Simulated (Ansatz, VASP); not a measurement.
ScNb: VASP beside Ansatz

```
Nb Sc
1.0
     3.12577    0.00000    0.00000
    -1.56289    2.70700    0.00000
     0.00000    0.00000    5.17167
Nb Sc
1 1
Direct
  0.33333 0.66667 0.50000
  0.00000 0.00000 0.00000
```

Alike in both runs: task single point; functional PBE; k mesh 10 × 10 × 5; occupations fermi-dirac, width 0.05 eV; no spin polarisation.

```csv
,VASP,Ansatz
version,VASP 6.6.1,Ansatz 0.2.0
potentials or method,"VASP PAW PBE potentials, release 64 (Nb_sv, Sc_sv)",SSSP efficiency PAW
plane-wave cutoff (eV),520,1225
valence electrons in the cell,24,24
```

```csv
,VASP,Ansatz,Ansatz less VASP
gap on the k mesh at the Fermi level (eV),none,none,-
pressure (GPa),-5.5,-5.4,+0.11
"traceless stress, the component that is largest in VASP (GPa)",-0.46,-0.49,-0.034
```

A gap of «none» marks a metal or a gap that the smearing closes. With one functional, cell and mesh, what is left measures potentials, basis and numerics.
